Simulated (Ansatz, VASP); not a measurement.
**One calculation of N, two programs**

```
N
1.0
    -3.81655    0.00000    0.00000
    -1.90828   -3.30523    0.00000
     0.00000    0.00000   15.32904
N
8
Direct
  0.33333 0.33333 0.88241
  0.33333 0.33333 0.39872
  0.33333 0.33333 0.81051
  0.33333 0.33333 0.32682
  0.66667 0.66667 0.15687
  0.66667 0.66667 0.64056
  0.66667 0.66667 0.08497
  0.66667 0.66667 0.56866
```

Alike in both runs: task single point; functional PBE; dispersion D3(BJ); k mesh 7 × 7 × 2; occupations gaussian, width 0.05 eV; no spin polarisation.

|  | VASP | Ansatz |
| --- | --- | --- |
| version | VASP 6.6.1 | Ansatz 0.2.0 |
| potentials or method | VASP PAW PBE potentials, release 64 (N), cutoff 520 eV | scalar-relativistic, plane waves, PAW |
| valence electrons in the cell | 40 | 40 |

Ansatz gave:

```
gap on the k mesh at the Fermi level (eV)                     : 7.21
least direct gap on the mesh (eV)                             : 7.30
pressure (GPa)                                                : 0.0
traceless stress, the component that is largest in VASP (GPa) : 0.00
rms of the force components (eV/Å)                            : 0.008
```

Problem. What did VASP give for the same quantities?

Solution. gap on the k mesh at the Fermi level (eV): 7.17; least direct gap on the mesh (eV): 7.25; pressure (GPa): 1.9; traceless stress, the component that is largest in VASP (GPa): 4.18; rms of the force components (eV/Å): 1.009.

Atom by atom the forces differ by 1.006 eV/Å (rms over components).

Noted on VASP's run: the standard files for N, O and F lose accuracy on very short bonds.
